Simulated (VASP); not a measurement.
# AlGa5N6 (an interface model) in VASP: notebook, part 2 of 2

VASP 6.6.1. Earlier steps stand in the parts before.

### 3 Single point, PBEsol

INCAR reads:

```
  PREC = Accurate
  ENCUT = 520
  EDIFF = 1E-6
  ISMEAR = -1
  SIGMA = 0.05
  LREAL = False
  LASPH = True
  NELM = 120
  ALGO = Normal
  ISIF = 2
  LWAVE = False
  LCHARG = True
  GGA = PS
  LELF = True
  LVHAR = True
  NBANDS = 116
  GGA_COMPAT = False
```

KPOINTS reads:

```
regular mesh
0
Gamma
  6 6 1
```

POSCAR reads:

```
AlGa5N6
1.0
    2.2490600000     -2.2490600000      0.0000000000
    0.0000000000      2.2490600000     -2.2490600000
   17.8773888472     17.8773888472     17.8773888472
Ga N Al
10 12 2
Direct
    0.0000000000      0.0000000000      0.0009120000
    0.0000000000      0.0000000000      0.2523940000
    0.0000000000      0.0000000000      0.5039370000
    0.0000000000      0.0000000000      0.7556210000
    0.3333330000      0.6666670000      0.0846980000
    0.3333330000      0.6666670000      0.3362410000
    0.3333330000      0.6666670000      0.5877850000
    0.6666670000      0.3333330000      0.1685470000
    0.6666670000      0.3333330000      0.4200890000
    0.6666670000      0.3333330000      0.6716270000
    0.0000000000      0.0000000000      0.0637950000
    0.0000000000      0.0000000000      0.3153210000
    0.0000000000      0.0000000000      0.5668660000
    0.0000000000      0.0000000000      0.8188930000
    0.3333330000      0.6666670000      0.1476240000
    0.3333330000      0.6666670000      0.3991690000
    0.3333330000      0.6666670000      0.6507150000
    0.3333330000      0.6666670000      0.8992460000
    0.6666670000      0.3333330000      0.2314730000
    0.6666670000      0.3333330000      0.4830180000
    0.6666670000      0.3333330000      0.7345370000
    0.6666670000      0.3333330000      0.9796100000
    0.3333330000      0.6666670000      0.8379290000
    0.6666670000      0.3333330000      0.9186320000
```

Potentials or basis: VASP PAW PBE potentials, release 64 (Ga_d, N, Al).

Run with:

```console
$ cat potpaw_PBE.64/Ga_d/POTCAR potpaw_PBE.64/N/POTCAR potpaw_PBE.64/Al/POTCAR > POTCAR
$ mpirun -np 1 vasp_std > vasp.out
```

OUTCAR:

```text
PREC = Accurate
   ENCUT = 520
   EDIFF = 1E-6
   ISMEAR = -1
   LREAL = False
   LASPH = True
   NELM = 120
   ISIF = 2
   GGA = PS

 ion  position               nearest neighbor table
   1  0.000  0.000  0.001-  11 1.95  22 1.95  22 1.95  22 1.95  24 3.14  24 3.14  24 3.14
   2  0.000  0.000  0.252-  19 1.95  19 1.95  19 1.95  12 1.95
   3  0.000  0.000  0.504-  20 1.95  20 1.95  20 1.95  13 1.95
   4  0.000  0.000  0.756-  21 1.95  21 1.95  21 1.95  14 1.96  23 3.14  23 3.14  23 3.14
   5  0.333  0.667  0.085-  11 1.95  11 1.95  11 1.95  15 1.95
   6  0.333  0.667  0.336-  12 1.95  12 1.95  12 1.95  16 1.95
   7  0.333  0.667  0.588-  13 1.95  13 1.95  13 1.95  17 1.95
   8  0.667  0.333  0.169-  15 1.95  15 1.95  15 1.95  19 1.95
   9  0.667  0.333  0.420-  16 1.95  16 1.95  16 1.95  20 1.95
  10  0.667  0.333  0.672-  17 1.95  17 1.95  17 1.95  21 1.95
[... 10 lines left out ...]
  21  0.667  0.333  0.735-  10 1.95   4 1.95   4 1.95   4 1.95
  22  0.667  0.333  0.980-  24 1.89   1 1.95   1 1.95   1 1.95
  23  0.333  0.667  0.838-  18 1.90  14 1.93  14 1.93  14 1.93  24 3.10  24 3.10  24 3.10   4 3.14
                             4 3.14   4 3.14
  24  0.667  0.333  0.919-  22 1.89  18 1.93  18 1.93  18 1.93  23 3.10  23 3.10  23 3.10   1 3.14
                             1 3.14   1 3.14

  LATTYP: Found a hexagonal cell.
 ALAT       =     3.1806511546
 C/A-ratio  =     9.7352850989

  Lattice vectors:

 A1 = (   2.2490600000,  -2.2490600000,   0.0000000000)
 A2 = (   0.0000000000,   2.2490600000,  -2.2490600000)
 A3 = (  17.8773888472,  17.8773888472,  17.8773888472)

Analysis of symmetry for initial positions (statically):
=====================================================================
 Subroutine PRICEL returns:
 Original cell was already a primitive cell.

 Routine SETGRP: Setting up the symmetry group for a
 hexagonal supercell.

 Subroutine GETGRP returns: Found  6 space group operations
 (whereof  6 operations were pure point group operations)
 out of a pool of 24 trial point group operations.

The static configuration has the point symmetry C_3v.

Analysis of symmetry for dynamics (positions and initial velocities):
=====================================================================
[... 165 lines left out ...]
   LEPSILON=     F    determine dielectric tensor
   LRPA    =     F    only Hartree local field effects (RPA)
 non-spin polarized calculation
  energy-cutoff  :      520.00
  volume of cell :      271.29
 maximum number of plane-waves:      7339
 NGX is ok and might be reduce to    24
   NGX = 11   NGY = 11   NGZ =115

 number of electron     196.0000005 magnetization

 Free energy of the ion-electron system (eV)
  ---------------------------------------------------
  ext. energy  EPLUGINS =         0.00000000
  ---------------------------------------------------
  free energy    TOTEN  =      -162.33511400 eV

  energy without entropy =     -162.33511400  energy(sigma->0) =     -162.33511400

 E-fermi :   6.3186     XC(G=0): -11.7695

 val. band max:        5.3659617016   @ k =   0.0000   0.0000   0.0000
 cond. band min:       7.2154165146   @ k =   0.0000   0.0000   0.0000
 fundamental gap:      1.8494548130
 Fermi energy:         6.3185750921

 k-point     1 :       0.0000    0.0000    0.0000
  band No.  band energies     occupation
      1     -10.5935      2.00000
      2     -10.5132      2.00000
      3     -10.4257      2.00000
      4     -10.2682      2.00000
      5     -10.1737      2.00000
      6      -9.9709      2.00000
[... 780 lines left out ...]
    109      11.7191      0.00000
    110      11.7314      0.00000
 [bands above 110 left out]

------------------------ aborting loop because EDIFF is reached ----------------------------------------

  FORCE on cell =-STRESS in cart. coord.  units (eV):
  Direction    XX          YY          ZZ          XY          YZ          ZX
  --------------------------------------------------------------------------------------
  -------------------------------------------------------------------------------------
  Total       -2.4834476     -2.4834476     -2.4834476      1.1267160      1.1267160      1.1267160
  in kB      -14.6668944    -14.6668944    -14.6668944      6.6542273      6.6542273      6.6542273
  external PRESSURE =     -14.6668944 kB  Pullay stress =       0.0000000 kB

 VOLUME and BASIS-vectors are now :
 -----------------------------------------------------------------------------
  energy-cutoff  :      520.00
  volume of cell :      271.29
      direct lattice vectors                 reciprocal lattice vectors
     2.249060000 -2.249060000  0.000000000     0.296420134 -0.148210067 -0.148210067
     0.000000000  2.249060000 -2.249060000     0.148210067  0.148210067 -0.296420134
    17.877388847 17.877388847 17.877388847     0.018645527  0.018645527  0.018645527

 POSITION                                       TOTAL-FORCE (eV/Angst)
 -----------------------------------------------------------------------------------
      0.01630      0.01630      0.01630        -0.002648     -0.002648     -0.002648
      4.51215      4.51215      4.51215         0.000326      0.000326      0.000326
      9.00908      9.00908      9.00908         0.000368      0.000368      0.000368
     13.50853     13.50853     13.50853        -0.001591     -0.001591     -0.001591
      2.26386      2.26387      0.01480         0.001144      0.001144      0.001144
      6.76080      6.76080      4.51174         0.000437      0.000437      0.000437
[... 16 lines left out ...]
     15.72967     15.72967     13.48061        -0.003008     -0.003008     -0.003008
     17.92212     15.67305     15.67306        -0.006891     -0.006891     -0.006891
 -----------------------------------------------------------------------------------
    total drift:                               -0.000550     -0.000899     -0.000539

  FREE ENERGIE OF THE ION-ELECTRON SYSTEM (eV)
  ---------------------------------------------------
  free  energy   TOTEN  =      -162.3351140034 eV

  energy  without entropy=     -162.3351140017  energy(sigma->0) =     -162.33511400
```

It took 6.2 min on 1 thread of Oxide Virtual Turin-like, shared host; peak memory 0.4 GiB.

Results:

```yaml
Free_energy: -162.3351 eV
Pressure: -1.5 GPa
Largest_force: 0.027 eV/Å
Band_gap_on_the_k_mesh: 1.85 eV
```

Forces on the atoms (eV/Å):
```
Ga  -0.003 -0.003 -0.003
Ga   0.000  0.000  0.000
Ga   0.000  0.000  0.000
Ga  -0.002 -0.002 -0.002
Ga   0.001  0.001  0.001
Ga   0.000  0.000  0.000
Ga   0.000  0.000  0.000
Ga   0.000  0.000  0.000
Ga   0.000  0.000  0.000
Ga   0.000  0.000  0.000
N   -0.004 -0.004 -0.004
N    0.000  0.000  0.000
N    0.000  0.000  0.000
N   -0.001 -0.001 -0.001
N   -0.001 -0.001 -0.001
N    0.000  0.000  0.000
N   -0.001 -0.001 -0.001
N    0.007  0.007  0.007
N    0.000  0.000  0.000
N   -0.001 -0.001 -0.001
N   -0.004 -0.004 -0.004
N    0.016  0.016  0.016
Al  -0.003 -0.003 -0.003
Al  -0.007 -0.007 -0.007
```

Caveat: the PAW data sets were made with another functional, which shifts forces and pressure a little.
